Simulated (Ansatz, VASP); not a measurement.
# One calculation of Ru, two programs

```
Ru
1.0
     2.65231    0.00000    0.00000
     0.00000    2.65231    0.00000
     0.00000    0.00000    2.65231
Ru
1
Cartesian
  0.0000 0.0000 0.0000
```

Alike in both runs: task single point; functional BLYP; k mesh 14 × 14 × 14; occupations fermi-dirac, width 0.1 eV; no spin polarisation.

|  | VASP | Ansatz |
| --- | --- | --- |
| version | VASP 6.6.1 | Ansatz 0.2.0 |
| potentials or method | VASP PAW PBE potentials, release 64 (Ru_pv), cutoff 520 eV | plane waves (420 eV) with PAW, scalar-relativistic |
| valence electrons in the cell | 14 | 16 |

```tsv
	VASP	Ansatz	Ansatz less VASP
pressure (GPa)	-15.8	-16.1	-0.29
```

VASP's potentials were made for PBE, not for BLYP. VASP's potentials hold 14 valence electrons a cell and Ansatz's 16, so a difference there can come from the potentials and not from the codes.
